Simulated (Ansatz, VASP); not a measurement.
**One calculation of As, two programs**

```
As
1.0
     5.00078    0.00000    0.00000
    -2.50039    4.33081    0.00000
     0.00000    0.00000    2.91574
As
3
Direct
  0.00000 0.00000 0.00000
  0.33333 0.66667 0.50000
  0.66667 0.33333 0.50000
```

Alike in both runs: task single point; functional revPBE; k mesh 9 × 9 × 12; occupations fermi-dirac, width 0.1 eV; no spin polarisation.

|  | VASP | Ansatz |
| --- | --- | --- |
| version | VASP 6.6.1 | Ansatz 0.2.0 |
| potentials or method | VASP PAW PBE potentials, release 64 (As), cutoff 520 eV | plane waves (420 eV) with PAW, scalar-relativistic |
| valence electrons in the cell | 15 | 45 |

Ansatz gave:

- pressure (GPa): -4.8
- traceless stress, the component that is largest in VASP (GPa): 0.08

Q: Which values does VASP return?

A: Pressure (GPa): -4.8; traceless stress, the component that is largest in VASP (GPa): 0.09.

VASP's potentials were made for PBE, not for revPBE. VASP's potentials hold 15 valence electrons a cell and Ansatz's 45, so a difference there can come from the potentials and not from the codes.
